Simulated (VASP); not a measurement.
# Zn (Fm-3m) in VASP: single point with PBE

Aim: the single point of Zn with PBE.

All numbers are computed with VASP 6.6.1; they aren't measurements. Logs are shortened: lines on timing, memory, paths and dates and some standing lists are left out, and cuts for length are marked.

**1. The cell of the first run**

Symmetry: Fm-3m, No. 225, cubic system. Conventional cell: a = 3.907 Å, b = 3.907 Å, c = 3.907 Å, α = 90.00°, β = 90.00°, γ = 90.00°. Within 3.6 Å of Zn (site symmetry m-3m) lie 12 Zn at 2.76 Å.

**2. Single point, PBE**

Contents of INCAR:

```
PREC = Accurate ; ENCUT = 500
EDIFF = 1E-6 ; ISMEAR = 0
SIGMA = 0.1 ; LREAL = False
LASPH = True ; NELM = 120
ALGO = Normal ; ISIF = 2
LWAVE = False ; LCHARG = False
GGA = PE ; NBANDS = 12
GGA_COMPAT = False
```

Contents of KPOINTS:

```
Automatic mesh
0
Gamma
  8 8 8
```

Contents of POSCAR:

```
Zn
1.0
    0.0000000000      1.9536485107      1.9536485107
    1.9536485107      0.0000000000      1.9536485107
    1.9536485107      1.9536485107      0.0000000000
Zn
1
Direct
    0.0000000000      0.0000000000      0.0000000000
```

Potentials or basis: VASP PAW PBE potentials, release 64 (Zn).

Command:

```bash
$ cat potpaw_PBE.64/Zn/POTCAR > POTCAR
$ mpirun -np 1 vasp_std > vasp.out
```

OUTCAR:

```text
PREC = Accurate
   ENCUT = 500
   EDIFF = 1E-6
   ISMEAR = 0
   LREAL = False
   LASPH = True
   NELM = 120
   ISIF = 2
   GGA = PE

 ion  position               nearest neighbor table
   1  0.000  0.000  0.000-

  LATTYP: Found a face centered cubic cell.
 ALAT       =     3.9072970214

  Lattice vectors:

 A1 = (   0.0000000000,   1.9536485107,   1.9536485107)
 A2 = (   1.9536485107,   0.0000000000,   1.9536485107)
 A3 = (   1.9536485107,   1.9536485107,   0.0000000000)

Analysis of symmetry for initial positions (statically):
=====================================================================
 Subroutine PRICEL returns:
 Original cell was already a primitive cell.

 Routine SETGRP: Setting up the symmetry group for a
 face centered cubic supercell.

 Subroutine GETGRP returns: Found 48 space group operations
 (whereof 48 operations were pure point group operations)
 out of a pool of 48 trial point group operations.

The static configuration has the point symmetry O_h .

Analysis of symmetry for dynamics (positions and initial velocities):
=====================================================================
 Subroutine PRICEL returns:
 Original cell was already a primitive cell.

 Routine SETGRP: Setting up the symmetry group for a
 face centered cubic supercell.

 Subroutine GETGRP returns: Found 48 space group operations
 (whereof 48 operations were pure point group operations)
 out of a pool of 48 trial point group operations.

The dynamic configuration has the point symmetry O_h .

 Subroutine INISYM returns: Found 48 space group operations
 (whereof 48 operations are pure point group operations),
 and found     1 'primitive' translations

----------------------------------------------------------------------------------------

                                     Primitive cell

  volume of cell :      14.9131

  direct lattice vectors                    reciprocal lattice vectors
     0.000000000  1.953648511  1.953648511    -0.255931401  0.255931401  0.255931401
     1.953648511  0.000000000  1.953648511     0.255931401 -0.255931401  0.255931401
     1.953648511  1.953648511  0.000000000     0.255931401  0.255931401 -0.255931401

  length of vectors
     2.762876220  2.762876220  2.762876220     0.443286189  0.443286189  0.443286189

  position of ions in fractional coordinates (direct lattice)
     0.000000000  0.000000000  0.000000000

  ion indices of the primitive-cell ions
   primitive index   ion index
                 1           1

----------------------------------------------------------------------------------------

 KPOINTS: Automatic mesh

Automatic generation of k-mesh.
 Grid dimensions read from file:
 generate k-points for:    8    8    8

 Generating k-lattice:

  Cartesian coordinates                     Fractional coordinates (reciprocal lattice)
    -0.031991425  0.031991425  0.031991425     0.125000000  0.000000000  0.000000000
     0.031991425 -0.031991425  0.031991425     0.000000000  0.125000000  0.000000000
     0.031991425  0.031991425 -0.031991425     0.000000000  0.000000000  0.125000000

  Length of vectors
     0.055410774  0.055410774  0.055410774

  Shift w.r.t. Gamma in fractional coordinates (k-lattice)
     0.000000000  0.000000000  0.000000000

 Subroutine IBZKPT returns following result:
 ===========================================

 Found     29 irreducible k-points:

 Following reciprocal coordinates:
            Coordinates               Weight
  0.000000  0.000000  0.000000      1.000000
  0.125000  0.000000  0.000000      8.000000
  0.250000  0.000000  0.000000      8.000000
  0.375000  0.000000  0.000000      8.000000
  0.500000  0.000000  0.000000      4.000000
  0.125000  0.125000  0.000000      6.000000
[... 16 lines left out ...]
  0.500000  0.250000  0.125000     48.000000
 -0.375000  0.250000  0.125000     24.000000
 [... further k-points ...]
   k-points           NKPTS =     29   k-points in BZ     NKDIM =     29   number of bands    NBANDS=     12
   number of dos      NEDOS =    301   number of ions     NIONS =      1
   total plane-waves  NPLWV =   8000
   dimension x,y,z NGX =    20 NGY =   20 NGZ =   20
   dimension x,y,z NGXF=    40 NGYF=   40 NGZF=   40
   ions per type =               1
   NGX,Y,Z   is equivalent  to a cutoff of  12.03, 12.03, 12.03 a.u.
   NGXF,Y,Z  is equivalent  to a cutoff of  24.07, 24.07, 24.07 a.u.
 SYSTEM =  unknown system
   PREC   = accura    normal or accurate (medium, high low for compatibility)
   ISTART =      0    job   : 0-new  1-cont  2-samecut
   ICHARG =      2    charge: 1-file 2-atom 10-const
   ISPIN  =      1    spin polarized calculation?
   LNONCOLLINEAR =      F non collinear calculations
   LSORBIT =      F    spin-orbit coupling
   LASPH  =      T    aspherical Exc in radial PAW
   ENCUT  =  500.0 eV  36.75 Ry    6.06 a.u.   5.04  5.04  5.04*2*pi/ulx,y,z
   NELM   =    120;   NELMIN=  2; NELMDL= -5     # of ELM steps
   EDIFF  = 0.1E-05   stopping-criterion for ELM
   LREAL  =      F    real-space projection
   EDIFFG = 0.1E-04   stopping-criterion for IOM
   NSW    =      0    number of steps for IOM
   IBRION =     -1    ionic relax: 0-MD 1-quasi-New 2-CG
   NFREE  =      0    steps in history (QN), initial steepest desc. (CG)
   ISIF   =      2    stress and relaxation
   ISYM   =      2    0-nonsym 1-usesym 2-fastsym
   POTIM  = 0.5000    time-step for ionic-motion
   TEBEG  =    0.0;   TEEND  =   0.0 temperature during run
   PSTRESS=    0.0 pullay stress
   NELECT =      12.0000    total number of electrons
   NUPDOWN=      -1.0000    fix difference up-down
   EMIN   =  10.00;   EMAX   =-10.00  energy-range for DOS
   EFERMI =   0.00;   METHOD = LEGACY
   ISMEAR =     0;   SIGMA  =   0.10  broadening in eV -4-tet -1-fermi 0-gaus
   EFERMI_NEDOS =   21; number of points for ismear=-14 and -15
   IALGO  =     38    algorithm
   IMIX   =      4    mixing-type and parameters
     AMIX     =   0.40;   BMIX     =  1.00
     AMIX_MAG =   1.60;   BMIX_MAG =  1.00
  volume/ion in A,a.u.               =      14.91       100.64
  Fermi-wavevector in a.u.,A,eV,Ry     =   1.522692  2.877471 31.546357  2.318592
  Thomas-Fermi vector in A             =   2.631237
   LORBIT       =      0    0 simple, 1 ext, 2 COOP (PROOUT), +10 PAW based schemes
   GGA     = PE    functional components
   LHFCALC =     F    Hartree Fock is set to
   AEXX    =    0.0000 exact exchange contribution
   IVDW    =     0    specifies the selected vdW correction
   LEPSILON=     F    determine dielectric tensor
   LRPA    =     F    only Hartree local field effects (RPA)
 non-spin polarized calculation
 Gauss-broadening in eV      SIGMA  =   0.10
  energy-cutoff  :      500.00
  volume of cell :       14.91
 maximum number of plane-waves:       391
   NGX =  9   NGY =  9   NGZ =  9

 number of electron      11.9999987 magnetization

 Free energy of the ion-electron system (eV)
  ---------------------------------------------------
  ext. energy  EPLUGINS =         0.00000000
  ---------------------------------------------------
  free energy    TOTEN  =        -1.07803551 eV

  energy without entropy =       -1.07656901  energy(sigma->0) =       -1.07730226

 E-fermi :   2.8802     XC(G=0): -11.6662

 val. band max:        2.7061263876   @ k =  -0.3750   0.3750   0.1250
 cond. band min:       2.9713215702   @ k =   0.5000   0.1250   0.0000
 fundamental gap:      0.2651951826
 Fermi energy:         2.8802110189

 k-point     1 :       0.0000    0.0000    0.0000
  band No.  band energies     occupation
      1      -7.2851      2.00000
      2      -4.4562      2.00000
      3      -4.4562      2.00000
      4      -4.4562      2.00000
      5      -4.0633      2.00000
      6      -4.0633      2.00000
      7      21.7155      0.00000
      8      21.7155      0.00000
      9      21.7155      0.00000
     10      22.2279      0.00000
     11      24.4700      0.00000
     12      24.4700      0.00000

 k-point     2 :       0.1250    0.0000    0.0000
  band No.  band energies     occupation
      1      -6.8145      2.00000
      2      -4.4876      2.00000
      3      -4.4080      2.00000
      4      -4.4080      2.00000
      5      -4.0732      2.00000
      6      -4.0732      2.00000
      7      16.5008      0.00000
      8      20.6119      0.00000
      9      20.6119      0.00000
     10      21.9244      0.00000
     11      26.3751      0.00000
     12      26.3751      0.00000

 k-point     3 :       0.2500    0.0000    0.0000
  band No.  band energies     occupation
      1      -5.6476      2.00000
      2      -4.3741      2.00000
      3      -4.3741      2.00000
      4      -4.3042      2.00000
      5      -4.0094      2.00000
      6      -4.0093      2.00000
      7      10.6079      0.00000
      8      19.4229      0.00000
      9      19.4229      0.00000
     10      21.4915      0.00000
     11      25.3082      0.00000
     12      25.3082      0.00000

 k-point     4 :       0.3750    0.0000    0.0000
  band No.  band energies     occupation
      1      -5.2163      2.00000
      2      -4.4289      2.00000
      3      -4.4289      2.00000
      4      -3.8494      2.00000
      5      -3.8494      2.00000
      6      -2.4230      2.00000
      7       5.4680      0.00000
      8      18.8122      0.00000
      9      18.8122      0.00000
     10      20.9863      0.00000
     11      23.1340      0.00000
     12      23.1340      0.00000

 k-point     5 :       0.5000    0.0000    0.0000
  band No.  band energies     occupation
      1      -5.2184      2.00000
      2      -4.4611      2.00000
      3      -4.4611      2.00000
      4      -3.7713      2.00000
      5      -3.7713      2.00000
      6       0.2346      2.00000
      7       1.8548      2.00000
      8      18.6582      0.00000
      9      18.6582      0.00000
     10      20.7568      0.00000
     11      22.3412      0.00000
     12      22.3412      0.00000
[... 228 lines left out ...]
      1      -5.1705      2.00000
      2      -5.0881      2.00000
      3      -3.7854      2.00000
      4      -3.6978      2.00000
      5      -3.6978      2.00000
      6       2.1686      2.00000
      7       5.0004      0.00000
      8      11.7230      0.00000
      9      11.7230      0.00000
     10      15.3987      0.00000
     11      16.6343      0.00000
     12      39.7507      0.00000

 k-point    22 :       0.3750    0.2500    0.1250
  band No.  band energies     occupation
      1      -4.9272      2.00000
      2      -4.7074      2.00000
      3      -4.4145      2.00000
      4      -4.1135      2.00000
      5      -4.0190      2.00000
      6      -3.1664      2.00000
      7      11.5402      0.00000
      8      11.9191      0.00000
      9      16.7634      0.00000
     10      21.5033      0.00000
     11      21.8543      0.00000
     12      27.2479      0.00000

 k-point    23 :       0.5000    0.2500    0.1250
  band No.  band energies     occupation
      1      -4.8434      2.00000
      2      -4.5634      2.00000
      3      -4.4259      2.00000
      4      -4.1391      2.00000
      5      -3.8653      2.00000
      6      -0.9980      2.00000
      7       6.6324      0.00000
      8      11.5468      0.00000
      9      14.1449      0.00000
     10      21.2171      0.00000
     11      24.4109      0.00000
     12      27.1343      0.00000

 k-point    24 :      -0.3750    0.2500    0.1250
  band No.  band energies     occupation
      1      -4.8686      2.00000
      2      -4.6238      2.00000
      3      -4.2581      2.00000
      4      -4.2121      2.00000
      5      -3.7949      2.00000
      6       2.0177      2.00000
      7       2.6787      1.99562
      8      12.0981      0.00000
      9      12.6357      0.00000
     10      21.0982      0.00000
     11      24.0980      0.00000
     12      31.7620      0.00000

 [... further k-points ...]

------------------------ aborting loop because EDIFF is reached ----------------------------------------

  FORCE on cell =-STRESS in cart. coord.  units (eV):
  Direction    XX          YY          ZZ          XY          YZ          ZX
  --------------------------------------------------------------------------------------
  -------------------------------------------------------------------------------------
  Total        0.1743247      0.1743247      0.1743247      0.0000000      0.0000000      0.0000000
  in kB       18.7283834     18.7283834     18.7283834      0.0000000      0.0000000      0.0000000
  external PRESSURE =      18.7283834 kB  Pullay stress =       0.0000000 kB

 VOLUME and BASIS-vectors are now :
 -----------------------------------------------------------------------------
  energy-cutoff  :      500.00
  volume of cell :       14.91
      direct lattice vectors                 reciprocal lattice vectors
     0.000000000  1.953648511  1.953648511    -0.255931401  0.255931401  0.255931401
     1.953648511  0.000000000  1.953648511     0.255931401 -0.255931401  0.255931401
     1.953648511  1.953648511  0.000000000     0.255931401  0.255931401 -0.255931401

 POSITION                                       TOTAL-FORCE (eV/Angst)
 -----------------------------------------------------------------------------------
      0.00000      0.00000      0.00000         0.000000      0.000000      0.000000
 -----------------------------------------------------------------------------------
    total drift:                                0.000000      0.000000     -0.000000

  FREE ENERGIE OF THE ION-ELECTRON SYSTEM (eV)
  ---------------------------------------------------
  free  energy   TOTEN  =        -1.0780355124 eV

  energy  without entropy=       -1.0765690116  energy(sigma->0) =       -1.07730226
```

It took 4.3 s on 1 thread of Intel Xeon Platinum 8259CL at 2.50GHz (Skylake/Cascade Lake), shared host; peak memory 0.12 GiB.

What came out:

```
Free energy            : -1.0780 eV
Pressure               : 1.9 GPa
Band gap on the k mesh : zero (band 6 reaches 5.47 eV, above the bottom of band 7 at 1.85 eV)
```

Levels at points of the mesh, in eV from the Fermi level:
| k point | band 4 | band 5 | band 6 | band 7 | band 8 | band 9 |
| --- | --- | --- | --- | --- | --- | --- |
| (0.00, 0.00, 0.00) | -7.34 | -6.94 | -6.94 | 18.84 | 18.84 | 18.84 |
| (0.50, 0.00, 0.00) | -6.65 | -6.65 | -2.65 | -1.03 | 15.78 | 15.78 |
| (0.50, 0.50, 0.00) | -6.58 | -6.58 | -0.71 | 2.12 | 8.84 | 8.84 |
